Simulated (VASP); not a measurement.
Sr2Sb3P: single point with r2SCAN+rVV10

The system is Sr2Sb3P.

```
CELL_PARAMETERS angstrom
4.25692 0.00000 0.00000
-2.12846 3.68660 0.00000
0.00000 0.00000 12.08553
ATOMIC_POSITIONS crystal
Sr 0.66667 0.33333 0.86371
Sr 0.33333 0.66667 0.13629
Sb 0.66667 0.33333 0.35227
Sb 0.33333 0.66667 0.64773
Sb 0.00000 0.00000 0.50000
P 0.00000 0.00000 0.00000
```

```yaml
Program: VASP 6.6.1
Task: single point
Functional: r2SCAN
Dispersion: rVV10
Potentials_or_basis: VASP PAW PBE potentials, release 64 (Sr_sv, Sb, P)
Cutoff: 520 eV
k_mesh: 6 × 6 × 4
Occupations: fermi-dirac, width 0.03 eV
Spin: no spin polarisation
Dipole_correction: no
Further_INCAR_settings: ALGO = Normal; EDIFF = 1e-07; NBANDS = 29
```

| Quantity | Value |
| --- | --- |
| Pressure | 0.2 GPa |
| Largest force | 0.021 eV/Å |
| Band gap on the k mesh | zero (band 20 reaches 4.63 eV, above the bottom of band 21 at 3.86 eV) |

Forces in eV/Å, atoms in the order of the input:
```
Sr   0.000  0.000 -0.010
Sr   0.000  0.000  0.010
Sb   0.000  0.000 -0.021
Sb   0.000  0.000  0.021
Sb   0.000  0.000  0.000
P    0.000  0.000  0.000
```

Levels at points of the mesh, in eV from the Fermi level:
| k point | band 16 | band 17 | band 18 | band 19 | band 20 | band 21 | band 22 | band 23 | band 24 | band 25 |
| --- | --- | --- | --- | --- | --- | --- | --- | --- | --- | --- |
| (0.00, 0.00, 0.00) | -0.82 | -0.12 | -0.06 | -0.06 | 0.32 | 0.32 | 2.09 | 2.40 | 2.40 | 3.13 |
| (0.50, 0.00, 0.00) | -1.64 | -1.49 | -0.80 | -0.71 | -0.21 | -0.16 | 1.85 | 2.04 | 2.77 | 3.08 |
| (0.00, 0.00, 0.50) | -1.08 | -0.17 | -0.17 | 0.43 | 0.49 | 0.49 | 1.94 | 2.25 | 2.25 | 3.32 |
| (0.50, 0.00, 0.50) | -1.99 | -1.37 | -0.79 | -0.46 | -0.38 | 0.03 | 1.79 | 2.08 | 2.65 | 3.00 |

Run time: 13 min on 1 thread of Intel(R) Xeon(R) Platinum 8488C (Sapphire Rapids) (shared host), peak memory 0.73 GiB.

Caveat: the PAW data sets were made with another functional, which shifts forces and pressure a little; spin-orbit coupling is left out, which moves the levels of the heavy elements.
